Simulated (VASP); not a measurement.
Here is a VASP 6.6.1 calculation.

INCAR

```
  PREC = Accurate
  ENCUT = 520
  EDIFF = 1E-7
  ISMEAR = 0
  SIGMA = 0.01
  LREAL = Auto
  LASPH = T
  NELM = 150
  ALGO = Normal
  ISIF = 2
  LWAVE = F
  LCHARG = T
  ISPIN = 2
  MAGMOM = 0 0 0 0 0 0 0 0 0 0 0 0 0 0 0 0.5 0 0 0 0 0 0 0 0 0 0 0 0 0.5 0.5 0.5
  LORBIT = 11
  GGA = PS
  LELF = T
  LVHAR = T
  NELECT = 128.0
  NBANDS = 88
```

File KPOINTS:

```
Automatic mesh
0
Gamma
  2 2 2
  0.5 0.5 0.5
```

POSCAR

```
Be15Te16
1.0
    5.6059105095      5.6059105095      5.6059105095
   -5.6059105095      5.6059105095     -5.6059105095
   -5.6059105095     -5.6059105095      5.6059105095
Be Te
15 16
Direct
    0.5000000000      0.4962170927     -0.0072943021
    0.7427056979      0.4962170927      0.7500000000
    0.5000000000      0.2500000000      0.2500000000
    0.7537829073      0.2464886052      0.0037829073
    0.0000000000      0.2500000000      0.7500000000
    0.5000000000     -0.0072943021      0.4962170927
    0.7537829073      0.0037829073      0.2464886052
   -0.0035113948      0.0037829073      0.0037829073
    0.2462170927     -0.0072943021      0.7500000000
    0.7427056979      0.7500000000      0.4962170927
    0.0000000000      0.7500000000      0.2500000000
    0.2462170927      0.7500000000     -0.0072943021
    0.0035113948      0.5072943021      0.5072943021
    0.2572943021      0.5072943021      0.2535113948
    0.2572943021      0.2535113948      0.5072943021
    0.7447337116     -0.0052662884     -0.0052662884
    0.7497829309      0.7500000000      0.2481895034
   -0.0018104966      0.7500000000     -0.0002170691
    0.7484065726      0.5002170691      0.5002170691
    0.0018104966      0.5015934274      0.2518104966
    0.2502170691      0.5002170691     -0.0015934274
    0.7497829309      0.2481895034      0.7500000000
    0.0018104966      0.2518104966      0.5015934274
    0.2515934274      0.2518104966      0.2518104966
    0.5000000000      0.2481895034     -0.0002170691
   -0.0018104966     -0.0002170691      0.7500000000
    0.2502170691     -0.0015934274      0.5002170691
    0.5000000000     -0.0002170691      0.2481895034
    0.2552662884      0.7500000000      0.7500000000
    0.5000000000      0.7500000000      0.5052662884
    0.5000000000      0.5052662884      0.7500000000
```

Potentials or basis: VASP PAW PBE potentials, release 64 (Be, Te).

Run with:

```console
$ cat potpaw_PBE.64/Be/POTCAR potpaw_PBE.64/Te/POTCAR > POTCAR
$ mpirun -np 1 vasp_std > vasp.out
```

Problem. Estimate the largest force.

Solution. 0.055 eV/Å.

Problem. Predict the net moment.

Solution. 0.00 μB per cell.

Forces in eV/Å, atoms in the order of the input:
```
Be  -0.016 -0.006  0.006
Be   0.006  0.016  0.006
Be   0.000  0.000  0.000
Be  -0.006  0.006 -0.016
Be   0.000  0.000  0.000
Be  -0.016  0.006 -0.006
Be  -0.006 -0.016  0.006
Be   0.016  0.006  0.006
Be  -0.006  0.016 -0.006
Be   0.006  0.006  0.016
Be   0.000  0.000  0.000
Be  -0.006 -0.006  0.016
Be   0.016 -0.006 -0.006
Be   0.006 -0.016 -0.006
Be   0.006 -0.006 -0.016
Te   0.032 -0.032 -0.032
Te   0.011  0.011 -0.014
Te  -0.011 -0.011 -0.014
Te  -0.014 -0.011 -0.011
Te  -0.011  0.011  0.014
Te   0.011  0.014 -0.011
Te   0.011 -0.014  0.011
Te  -0.011  0.014  0.011
Te  -0.014  0.011  0.011
Te   0.014 -0.011  0.011
Te  -0.011 -0.014 -0.011
Te   0.011 -0.011  0.014
Te   0.014  0.011 -0.011
Te   0.032  0.032  0.032
Te  -0.032 -0.032  0.032
Te  -0.032  0.032 -0.032
```

Caveat: the cell carries a net charge on a neutralising background, which shifts energy and pressure; the cell differs from its parent crystal (atoms taken out, then relaxed in part); the PAW data sets were made with another functional, which shifts forces and pressure a little.
